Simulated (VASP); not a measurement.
Input of a VASP 6.6.1 run:

The input INCAR:

```
SYSTEM = Ta3N
PREC = Accurate
ENCUT = 700
EDIFF = 1E-6
ISMEAR = -1
SIGMA = 0.05
LREAL = .FALSE.
LASPH = .TRUE.
NELM = 120
ALGO = Normal
ISIF = 2
LWAVE = .FALSE.
LCHARG = .FALSE.
NBANDS = 30
GGA_COMPAT = .FALSE.
```

File KPOINTS:

```
Automatic mesh
0
G
  10 10 4
  0 0 0
```

File POSCAR:

```
Ta3N
1.0
    3.0118728781      0.0000000000      0.0000000000
   -1.5059364391      2.6083584255      0.0000000000
    0.0000000000      0.0000000000      7.4736379147
Ta N
3 1
Direct
    0.6666666667      0.3333333333      0.8260700000
    0.3333333333      0.6666666667      0.1739300000
    0.0000000000      0.0000000000      0.5000000000
    0.0000000000      0.0000000000      0.0000000000
```

Potentials or basis: VASP PAW LDA potentials, release 64 (Ta_sv_GW, N).

Command:

```bash
$ cat potpaw_LDA.64/Ta_sv_GW/POTCAR potpaw_LDA.64/N/POTCAR > POTCAR
$ mpirun -np 1 vasp_std > vasp.out
```

Task: Estimate the pressure.

Result: -8.1 GPa.

Task: Predict the largest force.

Result: 0.363 eV/Å.

Forces in eV/Å, atoms in the order of the input:
```
Ta   0.000  0.000  0.363
Ta   0.000  0.000 -0.363
Ta   0.000  0.000  0.000
N    0.000  0.000  0.000
```

Caveat: the cell stands under tension.
